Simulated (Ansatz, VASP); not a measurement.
Two plane-wave programs on Pd

INCAR

```
PREC = Accurate
ENCUT = 520
EDIFF = 1E-6
ISMEAR = -1
SIGMA = 0.1
LREAL = False
LASPH = True
NELM = 60
ALGO = Normal
ISIF = 2
LWAVE = False
LCHARG = True
GGA = PS
LELF = True
LVHAR = True
NBANDS = 17
```

KPOINTS

```
regular mesh
0
Gamma
  15 15 8
```

Contents of POSCAR:

```
Pd
1.0
    2.6515965737      0.0000000000      0.0000000000
   -1.3257982869      2.2963499934      0.0000000000
    0.0000000000      0.0000000000      4.4254156039
Pd
2
Direct
    0.3333333333      0.6666666667      0.2500000000
    0.6666666667      0.3333333333      0.7500000000
```

Input for Ansatz:

```yaml
crystal:
  lattice:
    - [2.6515965737, 0.0, 0.0]
    - [-1.3257982869, 2.2963499934, 0.0]
    - [0.0, 0.0, 4.4254156039]
  atoms:
    - { symbol: Pd, position: [0.3333333333, 0.6666666667, 0.25] }
    - { symbol: Pd, position: [0.6666666667, 0.3333333333, 0.75] }
hamiltonian:
  xc: pbesol
  pseudopotentials:
    kind: paw
    azcp:
      Pd: "pseudopotentials/Pd.paw.azcp"
basis:
  ecutwfc: 420
  fft_grid_basis: typed
kpoints:
  mp_grid: { grid: [15, 15, 8], shift: [0, 0, 0] }
magnetization:
  spin_polarized: false
scf:
  occupations: { method: fermi_dirac, width: 0.1 }
  lower_state_search: "off"
output:
  stress: true
  write_density: true
  write_potential: true
  elf: true
  volumetric_format: npy
```

Alike in both runs: task single point; functional PBEsol; k mesh 15 × 15 × 8; occupations fermi-dirac, width 0.1 eV; no spin polarisation.

|  | VASP | Ansatz |
| --- | --- | --- |
| version | VASP 6.6.1 | Ansatz 0.2.0 |
| potentials or method | VASP PAW PBE potentials, release 64 (Pd), cutoff 520 eV | plane waves (420 eV) with PAW, scalar-relativistic |
| valence electrons in the cell | 20 | 36 |

Ansatz gave:

- pressure (GPa): 20.9
- traceless stress, the component that is largest in VASP (GPa): -0.43

Problem. Estimate VASP's values.

Solution. Pressure (GPa): 20.4; traceless stress, the component that is largest in VASP (GPa): -0.46.

VASP's potentials were made for PBE, not for PBEsol, and Ansatz warns of the same on its side. The functional is the same, so the differences come from potentials, cutoffs and numerics. VASP's potentials hold 20 valence electrons a cell and Ansatz's 36, so a difference there can come from the potentials and not from the codes.
